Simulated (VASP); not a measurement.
# LiCl in VASP: single point with r2SCAN

Aim: the single point of LiCl with r2SCAN.

All numbers are computed with VASP 6.6.1; they aren't measurements. Logs are shortened: lines on timing, memory, paths and dates and some standing lists are left out, and cuts for length are marked.

### 1 The cell of the first run

The cell holds a wire or tube with vacuum around it, 2 atoms: a = 11.100 Å, b = 9.300 Å, c = 2.439 Å, α = 90.00°, β = 90.00°, γ = 90.00°.

### 2 Single point, r2SCAN, collinear spin

POSCAR

```
LiCl
1.0
   11.1000000000      0.0000000000      0.0000000000
    0.0000000000      9.3000000000      0.0000000000
    0.0000000000      0.0000000000      2.4386172186
Li Cl
1 1
Direct
    0.4067331507      0.5000000000      0.0000000000
    0.5932668493      0.5000000000      0.5000000000
```

INCAR.step1

```
  ALGO = Normal
  EDIFF = 1E-4
  ENCUT = 520
  GGA = PE
  ISMEAR = 0
  ISPIN = 2
  LASPH = T
  LCHARG = F
  LREAL = F
  LWAVE = T
  MAGMOM = 0.5 0.5
  NBANDS = 16
  NELM = 150
  PREC = Accurate
  SIGMA = 0.05
```

INCAR.step2

```
  ALGO = Normal
  EDIFF = 1E-7
  ENCUT = 520
  ISIF = 2
  ISMEAR = 0
  ISPIN = 2
  ISTART = 1
  LASPH = T
  LCHARG = F
  LMIXTAU = T
  LORBIT = 11
  LREAL = F
  LWAVE = F
  MAGMOM = 0.5 0.5
  METAGGA = R2SCAN
  NBANDS = 16
  NELM = 150
  PREC = Accurate
  SIGMA = 0.05
```

KPOINTS

```
k-points
0
Gamma
  1 1 26
```

Potentials or basis: VASP PAW PBE potentials, release 64 (Li_sv, Cl).

Command:

```sh
$ cat potpaw_PBE.64/Li_sv/POTCAR potpaw_PBE.64/Cl/POTCAR > POTCAR
$ cp INCAR.step1 INCAR
$ mpirun -np 1 vasp_std > vasp.out
$ cp INCAR.step2 INCAR
$ mpirun -np 1 vasp_std > vasp.out
```

OUTCAR:

```text
EDIFF = 1E-7
   ENCUT = 520
   ISIF = 2
   ISMEAR = 0
   ISPIN = 2
   ISTART = 1
   LASPH = T
   LORBIT = 11
   LREAL = F
   METAGGA = R2SCAN
   NELM = 150
   PREC = Accurate

 ion  position               nearest neighbor table
   1  0.407  0.500  0.000-   2 2.40   2 2.40
   2  0.593  0.500  0.500-   1 2.40   1 2.40

  LATTYP: Found a simple orthorhombic cell.
 ALAT       =     2.4386172186
 B/A-ratio  =     3.8136366499
 C/A-ratio  =     4.5517598725

  Lattice vectors:

 A1 = (   0.0000000000,   0.0000000000,  -2.4386172186)
 A2 = (   0.0000000000,   9.3000000000,   0.0000000000)
 A3 = (  11.1000000000,   0.0000000000,   0.0000000000)

Analysis of symmetry for initial positions (statically):
=====================================================================
 Subroutine PRICEL returns:
 Original cell was already a primitive cell.

 Routine SETGRP: Setting up the symmetry group for a
 simple orthorhombic supercell.

 Subroutine GETGRP returns: Found  4 space group operations
 (whereof  4 operations were pure point group operations)
 out of a pool of  8 trial point group operations.

The static configuration has the point symmetry C_2v.

Analysis of symmetry for dynamics (positions and initial velocities):
=====================================================================
 Subroutine PRICEL returns:
 Original cell was already a primitive cell.

 Routine SETGRP: Setting up the symmetry group for a
 simple orthorhombic supercell.

 Subroutine GETGRP returns: Found  4 space group operations
 (whereof  4 operations were pure point group operations)
 out of a pool of  8 trial point group operations.

The dynamic configuration has the point symmetry C_2v.

Analysis of structural, dynamic, and magnetic symmetry:
=====================================================================
 Subroutine PRICEL returns:
 Original cell was already a primitive cell.

 Routine SETGRP: Setting up the symmetry group for a
 simple orthorhombic supercell.

 Subroutine GETGRP returns: Found  4 space group operations
 (whereof  4 operations were pure point group operations)
 out of a pool of  8 trial point group operations.

The overall configuration has the point symmetry C_2v.

 Subroutine INISYM returns: Found  4 space group operations
 (whereof  4 operations are pure point group operations),
 and found     1 'primitive' translations

----------------------------------------------------------------------------------------

                                     Primitive cell

  volume of cell :     251.7385

  direct lattice vectors                    reciprocal lattice vectors
    11.100000000  0.000000000  0.000000000     0.090090090  0.000000000  0.000000000
     0.000000000  9.300000000  0.000000000     0.000000000  0.107526882  0.000000000
     0.000000000  0.000000000  2.438617219     0.000000000  0.000000000  0.410068457

  length of vectors
    11.100000000  9.300000000  2.438617219     0.090090090  0.107526882  0.410068457

  position of ions in fractional coordinates (direct lattice)
     0.406733151  0.500000000  0.000000000
     0.593266849  0.500000000  0.500000000

  ion indices of the primitive-cell ions
   primitive index   ion index
                 1           1
                 2           2

----------------------------------------------------------------------------------------

 KPOINTS: k-points

Automatic generation of k-mesh.
 Grid dimensions read from file:
 generate k-points for:    1    1   26

 Generating k-lattice:

  Cartesian coordinates                     Fractional coordinates (reciprocal lattice)
     0.090090090  0.000000000  0.000000000     1.000000000  0.000000000  0.000000000
     0.000000000  0.107526882  0.000000000     0.000000000  1.000000000  0.000000000
     0.000000000  0.000000000  0.015771864     0.000000000  0.000000000  0.038461538

  Length of vectors
     0.090090090  0.107526882  0.015771864

  Shift w.r.t. Gamma in fractional coordinates (k-lattice)
     0.000000000  0.000000000  0.000000000

 Subroutine IBZKPT returns following result:
 ===========================================

 Found     14 irreducible k-points:

 Following reciprocal coordinates:
            Coordinates               Weight
  0.000000  0.000000  0.000000      1.000000
  0.000000  0.000000  0.038462      2.000000
  0.000000  0.000000  0.076923      2.000000
  0.000000  0.000000  0.115385      2.000000
  0.000000  0.000000  0.153846      2.000000
  0.000000  0.000000  0.192308      2.000000
  0.000000  0.000000  0.230769      2.000000
  0.000000  0.000000  0.269231      2.000000
  0.000000  0.000000  0.307692      2.000000
  0.000000  0.000000  0.346154      2.000000
  0.000000  0.000000  0.384615      2.000000
  0.000000  0.000000  0.423077      2.000000
  0.000000  0.000000  0.461538      2.000000
  0.000000  0.000000  0.500000      1.000000
   k-points           NKPTS =     14   k-points in BZ     NKDIM =     14   number of bands    NBANDS=     16
   number of dos      NEDOS =    301   number of ions     NIONS =      2
   total plane-waves  NPLWV = 105840
   dimension x,y,z NGX =    84 NGY =   70 NGZ =   18
   dimension x,y,z NGXF=   168 NGYF=  140 NGZF=   36
   ions per type =               1   1
   NGX,Y,Z   is equivalent  to a cutoff of  12.58, 12.51, 12.27 a.u.
   NGXF,Y,Z  is equivalent  to a cutoff of  25.16, 25.03, 24.54 a.u.
 SYSTEM =  unknown system
   PREC   = accura    normal or accurate (medium, high low for compatibility)
   ISTART =      1    job   : 0-new  1-cont  2-samecut
   ICHARG =      0    charge: 1-file 2-atom 10-const
   ISPIN  =      2    spin polarized calculation?
   LNONCOLLINEAR =      F non collinear calculations
   LSORBIT =      F    spin-orbit coupling
   LASPH  =      T    aspherical Exc in radial PAW
   ENCUT  =  520.0 eV  38.22 Ry    6.18 a.u.  20.64 17.29  4.53*2*pi/ulx,y,z
   NELM   =    150;   NELMIN=  2; NELMDL=  0     # of ELM steps
   EDIFF  = 0.1E-06   stopping-criterion for ELM
   LREAL  =      F    real-space projection
   EDIFFG = 0.1E-05   stopping-criterion for IOM
   NSW    =      0    number of steps for IOM
   IBRION =     -1    ionic relax: 0-MD 1-quasi-New 2-CG
   NFREE  =      0    steps in history (QN), initial steepest desc. (CG)
   ISIF   =      2    stress and relaxation
   ISYM   =      2    0-nonsym 1-usesym 2-fastsym
   POTIM  = 0.5000    time-step for ionic-motion
   TEBEG  =    0.0;   TEEND  =   0.0 temperature during run
   PSTRESS=    0.0 pullay stress
   NELECT =      10.0000    total number of electrons
   NUPDOWN=      -1.0000    fix difference up-down
   EMIN   =  10.00;   EMAX   =-10.00  energy-range for DOS
   EFERMI =   0.00;   METHOD = LEGACY
   ISMEAR =     0;   SIGMA  =   0.05  broadening in eV -4-tet -1-fermi 0-gaus
   EFERMI_NEDOS =   21; number of points for ismear=-14 and -15
   IALGO  =     38    algorithm
   IMIX   =      4    mixing-type and parameters
     AMIX     =   0.40;   BMIX     =  1.00
     AMIX_MAG =   1.60;   BMIX_MAG =  1.00
  volume/ion in A,a.u.               =     125.87       849.41
  Fermi-wavevector in a.u.,A,eV,Ry     =   0.558588  1.055578  4.245298  0.312021
  Thomas-Fermi vector in A             =   1.593675
   LORBIT       =     11    0 simple, 1 ext, 2 COOP (PROOUT), +10 PAW based schemes
   METAGGA = R2SCAN    functional components
   LHFCALC =     F    Hartree Fock is set to
   AEXX    =    0.0000 exact exchange contribution
   IVDW    =     0    specifies the selected vdW correction
   LEPSILON=     F    determine dielectric tensor
   LRPA    =     F    only Hartree local field effects (RPA)
 spin polarized calculation
 Gauss-broadening in eV      SIGMA  =   0.05
  energy-cutoff  :      520.00
  volume of cell :      251.74
 maximum number of plane-waves:      6827
 NGX is ok and might be reduce to    84
   NGX = 41   NGY = 35   NGZ =  9

 number of electron       9.9999999 magnetization       0.3846301

 Free energy of the ion-electron system (eV)
  ---------------------------------------------------
  ext. energy  EPLUGINS =         0.00000000
  ---------------------------------------------------
  free energy    TOTEN  =        -9.02206653 eV

  energy without entropy =       -9.02097987  energy(sigma->0) =       -9.02152320

 E-fermi :  -2.7251     XC(G=0):  -2.1411

 val. band max:       -2.7251251107   @ k =   0.0000   0.0000   0.1154
 cond. band min:      -2.5148912341   @ k =   0.0000   0.0000   0.2308
 fundamental gap:      0.2102338766
 Fermi energy:        -2.7251114351

 spin component 1

 k-point     1 :       0.0000    0.0000    0.0000
  band No.  band energies     occupation
      1     -52.5203      1.00000
      2     -20.8547      1.00000
      3      -8.5181      1.00000
      4      -7.8356      1.00000
      5      -3.6917      1.00000
      6      -1.1896      0.00000
[... 8 lines left out ...]
     15       4.5180      0.00000
     16       4.6360      0.00000

 k-point     2 :       0.0000    0.0000    0.0385
  band No.  band energies     occupation
      1     -52.5194      1.00000
      2     -20.8254      1.00000
      3      -8.4939      1.00000
      4      -7.8095      1.00000
      5      -3.6585      1.00000
      6      -1.2684      0.00000
[... 8 lines left out ...]
     15       4.5527      0.00000
     16       4.6746      0.00000

 k-point     3 :       0.0000    0.0000    0.0769
  band No.  band energies     occupation
      1     -52.5167      1.00000
      2     -20.7382      1.00000
      3      -8.4220      1.00000
      4      -7.7319      1.00000
      5      -3.5599      1.00000
      6      -1.8725      0.00000
[... 8 lines left out ...]
     15       4.6563      0.00000
     16       4.7905      0.00000
[... 172 lines left out ...]
 k-point    13 :       0.0000    0.0000    0.4615
  band No.  band energies     occupation
      1     -52.4588      1.00000
      2     -17.9090      1.00000
      3     -10.4931      1.00000
      4      -6.3617      1.00000
      5      -5.4603      1.00000
      6      -0.0108      0.00000
[... 8 lines left out ...]
     15       7.7802      0.00000
     16       8.0801      0.00000

 k-point    14 :       0.0000    0.0000    0.5000
  band No.  band energies     occupation
      1     -52.4579      1.00000
      2     -17.8327      1.00000
      3     -10.6281      1.00000
      4      -6.3168      1.00000
      5      -5.4092      1.00000
      6       0.1076      0.00000
[... 8 lines left out ...]
     15       8.0049      0.00000
     16       8.0672      0.00000
 Fermi energy:        -2.7251114351

 spin component 2

 k-point     1 :       0.0000    0.0000    0.0000
  band No.  band energies     occupation
      1     -52.4505      1.00000
      2     -20.9128      1.00000
      3      -8.5181      1.00000
      4      -7.8557      1.00000
      5      -1.9978      0.00000
      6      -1.1833      0.00000
[... 8 lines left out ...]
     15       4.4793      0.00000
     16       4.5170      0.00000

 k-point     2 :       0.0000    0.0000    0.0385
  band No.  band energies     occupation
      1     -52.4496      1.00000
      2     -20.8836      1.00000
      3      -8.4939      1.00000
      4      -7.8297      1.00000
      5      -1.9720      0.00000
      6      -1.4001      0.00000
[... 8 lines left out ...]
     15       4.5157      0.00000
     16       4.5513      0.00000

 k-point     3 :       0.0000    0.0000    0.0769
  band No.  band energies     occupation
      1     -52.4472      1.00000
      2     -20.7963      1.00000
      3      -8.4217      1.00000
      4      -7.7522      1.00000
      5      -2.0258      0.00000
      6      -1.8606      0.00000
[... 8 lines left out ...]
     15       4.6249      0.00000
     16       4.6537      0.00000
[... 172 lines left out ...]
 k-point    13 :       0.0000    0.0000    0.4615
  band No.  band energies     occupation
      1     -52.3948      1.00000
      2     -17.9649      1.00000
      3     -10.5717      1.00000
      4      -6.3521      1.00000
      5      -5.4841      1.00000
      6       0.9325      0.00000
[... 8 lines left out ...]
     15       7.3963      0.00000
     16       7.4133      0.00000

 k-point    14 :       0.0000    0.0000    0.5000
  band No.  band energies     occupation
      1     -52.3940      1.00000
      2     -17.8886      1.00000
      3     -10.7066      1.00000
      4      -6.3070      1.00000
      5      -5.4332      1.00000
      6       1.0176      0.00000
[... 8 lines left out ...]
     15       7.3799      0.00000
     16       8.1015      0.00000

------------------------ aborting loop because EDIFF is reached ----------------------------------------

  FORCE on cell =-STRESS in cart. coord.  units (eV):
  Direction    XX          YY          ZZ          XY          YZ          ZX
  --------------------------------------------------------------------------------------
  -------------------------------------------------------------------------------------
  Total       -2.1113949     -0.0570764      6.1534627      0.0000000      0.0000000      0.0000000
  in kB      -13.4378715     -0.3632599     39.1634182      0.0000000      0.0000000      0.0000000
  external PRESSURE =       8.4540956 kB  Pullay stress =       0.0000000 kB

 VOLUME and BASIS-vectors are now :
 -----------------------------------------------------------------------------
  energy-cutoff  :      520.00
  volume of cell :      251.74
      direct lattice vectors                 reciprocal lattice vectors
    11.100000000  0.000000000  0.000000000     0.090090090  0.000000000  0.000000000
     0.000000000  9.300000000  0.000000000     0.000000000  0.107526882  0.000000000
     0.000000000  0.000000000  2.438617219     0.000000000  0.000000000  0.410068457

 POSITION                                       TOTAL-FORCE (eV/Angst)
 -----------------------------------------------------------------------------------
      4.51474      4.65000      0.00000         0.978292      0.000000      0.000000
      6.58526      4.65000      1.21931        -0.978292      0.000000      0.000000
 -----------------------------------------------------------------------------------
    total drift:                               -0.010818      0.000000     -0.000003

  FREE ENERGIE OF THE ION-ELECTRON SYSTEM (eV)
  ---------------------------------------------------
  free  energy   TOTEN  =        -9.0220665322 eV

  energy  without entropy=       -9.0209798683  energy(sigma->0) =       -9.02152320

 total charge

# of ion       s       p       d       tot
------------------------------------------
    1        2.020   0.017   0.000   2.037
    2        1.636   3.475   0.000   5.111
--------------------------------------------------
tot          3.656   3.491   0.000   7.148

 magnetization (x)

# of ion       s       p       d       tot
------------------------------------------
    1        0.021   0.009   0.000   0.030
    2       -0.001  -0.031   0.000  -0.033
--------------------------------------------------
tot          0.020  -0.023   0.000  -0.003
```

It took 22 min on 1 thread of Oxide Virtual Turin-like, shared host; peak memory 0.45 GiB.

What came out:

* Free energy: -9.0221 eV
* Largest force: 0.978 eV/Å
* Net moment: 0.38 μB per cell
* Site moments: Li +0.03; Cl -0.03 μB
* Valence electrons inside the program's atomic spheres: Li 2.04; Cl 5.11

Forces on the atoms (eV/Å):
```
Li   0.978  0.000  0.000
Cl  -0.978  0.000  0.000
```

Levels at points of the mesh, in eV from the Fermi level:
Spin up:
```csv
k point,band 1,band 2,band 3,band 4,band 5,band 6,band 7,band 8,band 9,band 10
"(0.00, 0.00, 0.00)",-49.80,-18.13,-5.79,-5.11,-0.97,1.54,1.68,3.36,3.82,4.58
"(0.00, 0.00, 0.50)",-49.73,-15.11,-7.90,-3.59,-2.68,2.83,6.17,6.58,6.61,8.60
```
Spin down:
| k point | band 3 | band 4 | band 5 | band 6 | band 7 | band 8 |
| --- | --- | --- | --- | --- | --- | --- |
| (0.00, 0.00, 0.00) | -5.79 | -5.13 | 0.73 | 1.54 | 2.31 | 3.57 |
| (0.00, 0.00, 0.50) | -7.98 | -3.58 | -2.71 | 3.74 | 6.58 | 6.68 |

Caveat: the cutoff is under 1.25 times the usual one of these potentials, so pressure, stress and relaxed cells hold a basis-set (Pulay) error; the PAW data sets were made with another functional, which shifts forces and pressure a little.
